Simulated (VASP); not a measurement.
## HfC: relaxation of cell and atoms with PBE

HfC:

```
Hf C
1.0
     0.00000    2.32500    2.32500
     2.32500    0.00000    2.32500
     2.32500    2.32500    0.00000
Hf C
1 1
Direct
  0.50000 0.50000 0.50000
  0.00000 0.00000 0.00000
```

```
Program                : VASP 6.6.1
Task                   : relaxation of cell and atoms
Functional             : PBE
Potentials or basis    : VASP PAW PBE potentials, release 64 (Hf_pv, C)
Cutoff                 : 600 eV
k mesh                 : 10 × 10 × 10
Occupations            : fermi-dirac, width 0.05 eV
Spin                   : no spin polarisation
Dipole correction      : no
Further INCAR settings : ALGO = Normal; EDIFF = 1e-06; IBRION = 2; EDIFFG = -0.005; NSW = 80; ISIF = 3
```

```yaml
Relaxed_volume: 12.54 Å³/atom
Relaxed_cell: a = 3.286 Å, b = 3.286 Å, c = 3.286 Å, α = 60.00°, β = 60.00°, γ = 60.00°
Space_group_after_relaxing_to_0.1_Å: Fm-3m (No. 225)
Energy_gained_by_relaxing: 0.0 meV/atom
Ionic_steps: 3
Pressure_after_relaxing: 0.0 GPa
Band_gap_on_the_k_mesh: zero (bands 7 and 8 overlap by 1.41 eV)
```

Final structure:
```
CELL_PARAMETERS angstrom
0.00000 2.32333 2.32333
2.32333 0.00000 2.32333
2.32333 2.32333 0.00000
ATOMIC_POSITIONS crystal
Hf 0.50000 0.50000 0.50000
C 0.00000 0.00000 0.00000
```

Levels at points of the mesh, in eV from the Fermi level:
| k point | band 5 | band 6 | band 7 | band 8 | band 9 | band 10 |
| --- | --- | --- | --- | --- | --- | --- |
| (0.00, 0.00, 0.00) | 0.97 | 0.97 | 0.97 | 1.36 | 1.36 | 1.36 |
| (0.50, 0.00, 0.00) | -6.18 | -3.02 | -3.02 | 5.30 | 5.30 | 5.77 |
| (0.50, 0.50, 0.00) | -2.61 | -1.81 | -0.12 | -0.12 | 5.29 | 6.72 |

Wall time 51 s on 1 thread of Intel Xeon 8259CL (shared host), peak memory 0.17 GiB.

Caveat: spin-orbit coupling is left out, which moves the levels of the heavy elements.
